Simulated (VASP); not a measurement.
# H3C2N in VASP: a series of runs

H3C2N is run at these levels: PBEsol; tasks: single point.

Everything below comes from runs of VASP 6.6.1. Logs are shortened: lines on timing, memory, paths and dates and some standing lists are left out, and cuts for length are marked.

## (1) The cell of the first run

The cell holds a disordered packing, 36 atoms: a = 8.788 Å, b = 8.788 Å, c = 8.788 Å, α = 90.00°, β = 90.00°, γ = 90.00°.

## (2) Single point, PBEsol

INCAR

```
PREC = Accurate
ENCUT = 520
EDIFF = 1E-6
ISMEAR = -1
SIGMA = 0.02
LREAL = Auto
LASPH = True
NELM = 120
ALGO = Normal
ISIF = 2
LWAVE = False
LCHARG = True
GGA = PS
LELF = True
LVHAR = True
NBANDS = 72
GGA_COMPAT = False
```

KPOINTS

```
regular mesh
0
Gamma
  1 1 1
```

POSCAR

```
H3C2N
1.0
    8.7876200000      0.0000000000      0.0000000000
    0.0000000000      8.7876200000      0.0000000000
    0.0000000000      0.0000000000      8.7876200000
C N H
12 6 18
Direct
    1.0630864785      0.3267096210      0.5854372401
    0.9749397448      0.3746406877      0.7206729467
    0.4033970518      0.0633277270      0.4076757985
    0.3599154265      0.1910642472      0.3230226159
    0.6487308281      0.8758799311      0.9997246126
    0.5324422312      0.8280626609      0.8785655274
    0.1991779344      0.6484577167      0.9603510393
    0.0825365685      0.7411221696      1.0218921619
    0.9991214914      0.7492017179      0.5268662050
    0.8826621998      0.8689611066      0.5092505138
    0.5202773902      0.4675668725      0.8871799190
    0.4454676010      0.3809677706      0.7646438968
    0.8980019619      0.4246656091      0.8191182596
    0.3875224464      0.3117567669      0.2686051513
    0.4622867170      0.7960972368      0.7760918201
   -0.0116186180      0.7985097216      1.0893962188
    0.8369729233      0.9950817172      0.4793448055
    0.4306740619      0.3079901043      0.6574248773
    1.0534365391      0.1979261734      0.5636565987
    0.9915540271      0.3817188272      0.5082604846
    1.1752328844      0.3696791623      0.5872693630
    0.4269756771     -0.0219968547      0.3198590745
    0.5190028699      0.0526308602      0.4521360732
    0.2957683650      0.0130524533      0.4723463236
    0.6054085179      0.8531775384      1.1185850094
    0.7517166195      0.7846037949      1.0084983192
    0.7017144574      0.9859780009      0.9970162570
    0.2535157415      0.6981526284      0.8505147014
    0.2843204417      0.6587904347      1.0588077318
    0.1921794525      0.5228150512      0.9762370244
    1.0714505179      0.7685243559      0.4293540230
    1.0614591892      0.7854914072      0.6324806944
    0.9497338301      0.6468076681      0.5614489475
    0.4857174070      0.4574503677      1.0069620671
    0.6416185497      0.4497349681      0.8942921974
    0.5329656949      0.5908425717      0.8365404967
```

Potentials or basis: VASP PAW PBE potentials, release 64 (C, N, H).

The run is started by

```sh
$ cat potpaw_PBE.64/C/POTCAR potpaw_PBE.64/N/POTCAR potpaw_PBE.64/H/POTCAR > POTCAR
$ mpirun -np 1 vasp_gam > vasp.out
```

OUTCAR:

```text
PREC = Accurate
   ENCUT = 520
   EDIFF = 1E-6
   ISMEAR = -1
   LREAL = Auto
   LASPH = True
   NELM = 120
   ISIF = 2
   GGA = PS

 ion  position               nearest neighbor table
   1  0.063  0.327  0.585-  20 1.04  21 1.06  19 1.15   2 1.48
   2  0.975  0.375  0.721-  13 1.18   1 1.48
   3  0.403  0.063  0.408-  23 1.09  22 1.10  24 1.19   4 1.40
   4  0.360  0.191  0.323-  14 1.19   3 1.40
   5  0.649  0.876  1.000-  27 1.07  25 1.13  26 1.21   6 1.53
   6  0.532  0.828  0.879-  15 1.13   5 1.53
   7  0.199  0.648  0.960-  30 1.11  29 1.15  28 1.16   8 1.42
   8  0.083  0.741  0.022-  16 1.14   7 1.42
   9  0.999  0.749  0.527-  33 1.04  31 1.08  32 1.12  10 1.48
  10  0.883  0.869  0.509-  17 1.21   9 1.48
  11  0.520  0.468  0.887-  35 1.08  34 1.10  36 1.18  12 1.47
  12  0.445  0.381  0.765-  18 1.15  11 1.47
  13  0.898  0.425  0.819-   2 1.18
  14  0.388  0.312  0.269-   4 1.19
  15  0.462  0.796  0.776-   6 1.13
  16  0.988  0.799  0.089-   8 1.14
  17  0.837  0.995  0.479-  10 1.21
  18  0.431  0.308  0.657-  12 1.15
[... 16 lines left out ...]
  35  0.642  0.450  0.894-  11 1.08
  36  0.533  0.591  0.837-  11 1.18

  LATTYP: Found a simple cubic cell.
 ALAT       =     8.7876200000

  Lattice vectors:

 A1 = (   8.7876200000,   0.0000000000,   0.0000000000)
 A2 = (   0.0000000000,   8.7876200000,   0.0000000000)
 A3 = (   0.0000000000,   0.0000000000,   8.7876200000)

Analysis of symmetry for initial positions (statically):
=====================================================================
 Subroutine PRICEL returns:
 Original cell was already a primitive cell.

 Routine SETGRP: Setting up the symmetry group for a
 simple cubic supercell.

 Subroutine GETGRP returns: Found  1 space group operations
 (whereof  1 operations were pure point group operations)
 out of a pool of 48 trial point group operations.

The static configuration has the point symmetry C_1 .

Analysis of symmetry for dynamics (positions and initial velocities):
=====================================================================
 Subroutine PRICEL returns:
 Original cell was already a primitive cell.

 Routine SETGRP: Setting up the symmetry group for a
 simple cubic supercell.

 Subroutine GETGRP returns: Found  1 space group operations
 (whereof  1 operations were pure point group operations)
 out of a pool of 48 trial point group operations.

The dynamic configuration has the point symmetry C_1 .

 Subroutine INISYM returns: Found  1 space group operations
 (whereof  1 operations are pure point group operations),
 and found     1 'primitive' translations

----------------------------------------------------------------------------------------

                                     Primitive cell

  volume of cell :     678.5999

  direct lattice vectors                    reciprocal lattice vectors
     8.787620000  0.000000000  0.000000000     0.113796455  0.000000000  0.000000000
     0.000000000  8.787620000  0.000000000     0.000000000  0.113796455  0.000000000
     0.000000000  0.000000000  8.787620000     0.000000000  0.000000000  0.113796455

  length of vectors
     8.787620000  8.787620000  8.787620000     0.113796455  0.113796455  0.113796455

  position of ions in fractional coordinates (direct lattice)
     0.063086478  0.326709621  0.585437240
     0.974939745  0.374640688  0.720672947
     0.403397052  0.063327727  0.407675799
     0.359915427  0.191064247  0.323022616
     0.648730828  0.875879931  0.999724613
     0.532442231  0.828062661  0.878565527
[... 28 lines left out ...]
     0.641618550  0.449734968  0.894292197
     0.532965695  0.590842572  0.836540497

  ion indices of the primitive-cell ions
   primitive index   ion index
                 1           1
                 2           2
                 3           3
                 4           4
                 5           5
                 6           6
[... 28 lines left out ...]
                35          35
                36          36

[... 49 lines left out ...]
   TEBEG  =    0.0;   TEEND  =   0.0 temperature during run
   PSTRESS=    0.0 pullay stress
   NELECT =      96.0000    total number of electrons
   NUPDOWN=      -1.0000    fix difference up-down
   EMIN   =  10.00;   EMAX   =-10.00  energy-range for DOS
   EFERMI =   0.00;   METHOD = LEGACY
   ISMEAR =    -1;   SIGMA  =   0.02  broadening in eV -4-tet -1-fermi 0-gaus
   EFERMI_NEDOS =   21; number of points for ismear=-14 and -15
   IALGO  =     38    algorithm
   IMIX   =      4    mixing-type and parameters
     AMIX     =   0.40;   BMIX     =  1.00
     AMIX_MAG =   1.60;   BMIX_MAG =  1.00
  volume/ion in A,a.u.               =      18.85       127.21
  Fermi-wavevector in a.u.,A,eV,Ry     =   0.853023  1.611979  9.900251  0.727648
  Thomas-Fermi vector in A             =   1.969401
   LORBIT       =      0    0 simple, 1 ext, 2 COOP (PROOUT), +10 PAW based schemes
   GGA     = PS    functional components
   LHFCALC =     F    Hartree Fock is set to
   AEXX    =    0.0000 exact exchange contribution
   IVDW    =     0    specifies the selected vdW correction
   LEPSILON=     F    determine dielectric tensor
   LRPA    =     F    only Hartree local field effects (RPA)
 non-spin polarized calculation
  energy-cutoff  :      520.00
  volume of cell :      678.60
 maximum number of plane-waves:      9139
 NGX is ok and might be reduce to    70
   NGX = 33   NGY = 33   NGZ = 33

 number of electron      96.0000001 magnetization

 Free energy of the ion-electron system (eV)
  ---------------------------------------------------
  ext. energy  EPLUGINS =         0.00000000
  ---------------------------------------------------
  free energy    TOTEN  =      -220.96576227 eV

  energy without entropy =     -220.96576227  energy(sigma->0) =     -220.96576227

 E-fermi :  -4.3742     XC(G=0):  -5.1914

 val. band max:       -4.8954664765   @ k =   0.0000   0.0000   0.0000
 cond. band min:       0.4252247288   @ k =   0.0000   0.0000   0.0000
 fundamental gap:      5.3206912053
 Fermi energy:        -4.3741694433

 k-point     1 :       0.0000    0.0000    0.0000
  band No.  band energies     occupation
      1     -21.1313      2.00000
      2     -20.6421      2.00000
      3     -20.1882      2.00000
      4     -20.1243      2.00000
      5     -20.0116      2.00000
      6     -19.9024      2.00000
[... 52 lines left out ...]
     59       2.0890      0.00000
     60       2.1563      0.00000
 [bands above 60 left out]

------------------------ aborting loop because EDIFF is reached ----------------------------------------

  FORCE on cell =-STRESS in cart. coord.  units (eV):
  Direction    XX          YY          ZZ          XY          YZ          ZX
  --------------------------------------------------------------------------------------
  -------------------------------------------------------------------------------------
  Total       -0.1535764     -2.0192873      0.1839318     -0.4630311      4.5091845      0.5944029
  in kB       -0.3625946     -4.7675459      0.4342638     -1.0932185     10.6462040      1.4033877
  external PRESSURE =      -1.5652922 kB  Pullay stress =       0.0000000 kB

 VOLUME and BASIS-vectors are now :
 -----------------------------------------------------------------------------
  energy-cutoff  :      520.00
  volume of cell :      678.60
      direct lattice vectors                 reciprocal lattice vectors
     8.787620000  0.000000000  0.000000000     0.113796455  0.000000000  0.000000000
     0.000000000  8.787620000  0.000000000     0.000000000  0.113796455  0.000000000
     0.000000000  0.000000000  8.787620000     0.000000000  0.000000000  0.113796455

 POSITION                                       TOTAL-FORCE (eV/Angst)
 -----------------------------------------------------------------------------------
      0.55438      2.87100      5.14460        -1.840736     -2.052705      2.047190
      8.56740      3.29220      6.33300        -0.311010      0.141934      1.240715
      3.54490      0.55650      3.58250        -2.427847     -3.395558      0.211496
      3.16280      1.67900      2.83860         2.346878      4.036677     -0.670912
      5.70080      7.69690      8.78520        -0.181550     -4.010409      0.461529
      4.67890      7.27670      7.72050         5.246729      3.082965      5.418293
[... 28 lines left out ...]
      5.63830      3.95210      7.85870         0.907089     -1.171662     -0.436980
      4.68350      5.19210      7.35120        -0.945031     -1.636967      1.178830
 -----------------------------------------------------------------------------------
    total drift:                               -0.030584     -0.002208     -0.004739

  FREE ENERGIE OF THE ION-ELECTRON SYSTEM (eV)
  ---------------------------------------------------
  free  energy   TOTEN  =      -220.9657622689 eV

  energy  without entropy=     -220.9657622689  energy(sigma->0) =     -220.96576227
```

Run time: 2.5 min. Hardware: 1 thread of Intel Xeon 8259CL, shared host; peak memory 0.7 GiB.

What came out:

* Free energy: -220.9658 eV
* Pressure: -0.2 GPa
* Largest force: 8.148 eV/Å
* Band gap on the k mesh: 5.32 eV

Forces in eV/Å, atoms in the order of the input:
```
C   -1.841 -2.053  2.047
C   -0.311  0.142  1.241
C   -2.428 -3.396  0.211
C    2.347  4.037 -0.671
C   -0.182 -4.010  0.462
C    5.247  3.083  5.418
C    2.547  0.373  0.561
C    1.499 -2.407 -1.587
C   -0.433  3.043  1.472
C   -0.163  4.025 -1.119
C   -0.112  1.816 -1.389
C    2.229  1.262  3.110
N    1.090 -0.702 -1.328
N   -1.458 -1.611  0.166
N   -3.024 -0.990 -3.956
N   -2.765  2.100  1.829
N    0.623 -3.870  1.021
N   -1.110 -1.236 -1.963
H    0.190  1.388  0.372
H   -0.730  0.804 -2.382
H    1.501  0.344 -0.052
H   -0.576 -0.771 -0.614
H   -0.045  1.090  1.187
H    2.234  0.706 -0.429
H   -0.267  0.478 -0.777
H   -1.625  1.582 -0.770
H   -0.087  0.830 -0.571
H   -0.584 -1.002  1.360
H    0.118  0.406 -1.089
H   -0.952  0.365 -0.879
H    0.420 -0.906 -0.578
H    0.027 -0.080 -0.517
H   -0.532 -2.163 -0.293
H   -0.812  0.130 -0.234
H    0.907 -1.172 -0.437
H   -0.945 -1.637  1.179
```

Stress tensor (GPa, compression positive):
```
-0.04 -0.11  0.14
-0.11 -0.48  1.06
 0.14  1.06  0.04
```

Caveat: the k points lie up to 0.72 Å⁻¹ apart; the atoms stand as in a frame of molecular dynamics; the PAW data sets were made with another functional, which shifts forces and pressure a little.

[end of part 1 of 2]
